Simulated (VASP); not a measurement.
Wanted: the native input for a VASP 6.6.1 run.

| Property | Result |
| --- | --- |
| Task | single point |
| Functional | r2SCAN |
| Potentials or basis | VASP PAW PBE potentials, release 64 (Fe) |
| Cutoff | 520 eV |
| k mesh | 14 × 14 × 14 |
| Occupations | fermi-dirac, width 0.05 eV |
| Spin | collinear spin, ferromagnetic start |
| Starting moments | [1.34] μB |
| Fixed moment | 1.34 μB |
| Dipole correction | no |
| Further INCAR settings | ALGO = Normal; EDIFF = 1e-06; NBANDS = 14 |

The system is Fe.

```
Fe
1.0
    -1.44300    1.44300    1.44300
     1.44300   -1.44300    1.44300
     1.44300    1.44300   -1.44300
Fe
1
Direct
  0.00000 0.00000 0.00000
```

The input as run:

POSCAR

```
Fe
1.0
   -1.4430000000      1.4430000000      1.4430000000
    1.4430000000     -1.4430000000      1.4430000000
    1.4430000000      1.4430000000     -1.4430000000
Fe
1
Direct
    0.0000000000      0.0000000000      0.0000000000
```

INCAR.step1

```
SYSTEM = Fe
PREC     = Accurate       ! precision mode
ENCUT    = 520            ! plane-wave cutoff, eV
ISMEAR   = -1             ! smearing method
SIGMA    = 0.05           ! smearing width, eV
LREAL    = .False.        ! projectors in reciprocal space
LASPH    = .True.         ! aspherical terms in the spheres
NELM     = 150            ! most SCF steps
ISPIN    = 2              ! spin polarisation
MAGMOM   = 1.34           ! initial moments
NUPDOWN  = 1.34           ! fixed moment
LMAXMIX  = 4              ! l up to which the mixer works
NBANDS   = 14             ! bands
GGA      = PE             ! functional
ALGO     = Normal         ! electronic algorithm
EDIFF    = 1E-4           ! SCF threshold, eV
LWAVE    = .True.         ! write WAVECAR
LCHARG   = .False.        ! write CHGCAR
```

INCAR.step2

```
SYSTEM = Fe
PREC     = Accurate       ! precision mode
ENCUT    = 520            ! plane-wave cutoff, eV
EDIFF    = 1E-6           ! SCF threshold, eV
ISMEAR   = -1             ! smearing method
SIGMA    = 0.05           ! smearing width, eV
LREAL    = .False.        ! projectors in reciprocal space
LASPH    = .True.         ! aspherical terms in the spheres
NELM     = 150            ! most SCF steps
ALGO     = Normal         ! electronic algorithm
ISIF     = 2              ! what is computed and relaxed
LWAVE    = .False.        ! write WAVECAR
LCHARG   = .False.        ! write CHGCAR
ISPIN    = 2              ! spin polarisation
MAGMOM   = 1.34           ! initial moments
LORBIT   = 11             ! projections on sites
NUPDOWN  = 1.34           ! fixed moment
LMAXMIX  = 4              ! l up to which the mixer works
METAGGA  = R2SCAN         ! meta-GGA
LMIXTAU  = .True.       
NBANDS   = 14             ! bands
ISTART   = 1
```

KPOINTS

```
Automatic mesh
0
Gamma
  14 14 14
  0 0 0
```

Potentials or basis: VASP PAW PBE potentials, release 64 (Fe).

The run is started by

```console
$ cat potpaw_PBE.64/Fe/POTCAR > POTCAR
$ cp INCAR.step1 INCAR
$ mpirun -np 1 vasp_std > vasp.out
$ cp INCAR.step2 INCAR
$ mpirun -np 1 vasp_std > vasp.out
```

Results of the run:

```yaml
Pressure: -23.9 GPa
Net_moment: 1.34 μB per cell
Site_moments: Fe +1.41 μB
Valence_electrons_inside_the_program's_atomic_spheres: Fe 7.17
```

Caveat: the PAW data sets were made with another functional, which shifts forces and pressure a little; the total moment is fixed, so each spin has its own Fermi level.

Wall time 2.9 min on 1 thread of Intel(R) Xeon(R) Platinum 8375C CPU @ 2.90GHz (Ice Lake), with other jobs on the host, peak memory 0.15 GiB.
